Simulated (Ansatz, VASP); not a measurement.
SiNi3 in VASP and in Ansatz

```
Si Ni
1.0
     3.46125    0.00000    0.00000
     0.00000    3.46125    0.00000
     0.00000    0.00000    3.46125
Si Ni
1 3
Direct
  0.00000 0.00000 0.00000
  0.00000 0.62640 0.50000
  0.50000 0.12640 0.50000
  0.50000 0.62640 0.00000
```

Change from the starting cell: all Ni atoms moved +0.438 Å, as atom 2 along Cartesian [0 1 0].

Alike in both runs: task single point; functional PBEsol; k mesh 14 × 14 × 14; occupations gaussian, width 0.15 eV; no spin polarisation.

|  | VASP | Ansatz |
| --- | --- | --- |
| version | VASP 6.6.1 | Ansatz 0.2.0 |
| potentials or method | VASP PAW PBE potentials, release 64 (Si, Ni), cutoff 520 eV | scalar-relativistic, plane waves, PAW |
| valence electrons in the cell | 34 | 58 |

Ansatz gave:

```
gap on the k mesh at the Fermi level (eV)                     : none
pressure (GPa)                                                : 11.1
traceless stress, the component that is largest in VASP (GPa) : 0.81
rms of the force components (eV/Å)                            : 1.266
```

Question: Which values does VASP return?

Answer: gap on the k mesh at the Fermi level (eV): none; pressure (GPa): 11.5; traceless stress, the component that is largest in VASP (GPa): 0.70; rms of the force components (eV/Å): 1.286.

VASP's potentials were made for PBE, not for PBEsol. Atom by atom the forces differ by 0.020 eV/Å (rms over components). A gap of «none» marks a metal or a gap that the smearing closes. With one functional, cell and mesh, what is left measures potentials, basis and numerics. VASP's potentials hold 34 valence electrons a cell and Ansatz's 58, so a difference there can come from the potentials and not from the codes.
